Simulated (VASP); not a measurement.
The system is Ti.

```
Ti
1.0
     2.86387    0.00000    0.00000
    -1.43193    2.48018    0.00000
     0.00000    0.00000    4.53999
Ti
2
Direct
  0.33333 0.66667 0.25000
  0.66667 0.33333 0.75000
```

Base run:

```yaml
Program: VASP 6.6.1
Functional: LDA
Potentials_or_basis: VASP PAW LDA potentials, release 64 (Ti_sv)
Cutoff: 520 eV
k_mesh: 13 × 13 × 7
Occupations: gaussian, width 1 eV
Spin: no spin polarisation
```

Its results: band gap on the k mesh zero (bands 12 and 13 overlap by 1.11 eV); pressure 3.6 GPa.

Q: The run is repeated on the same cell with these changes: occupations from gaussian, width 1 eV to fermi-dirac, width 0.3 eV. What comes out?

A: Band gap on the k mesh zero (bands 12 and 13 overlap by 1.10 eV); pressure 1.9 GPa.

Caveats: so wide a smearing shifts energies and pressures; the cell stands under pressure (at least some runs).
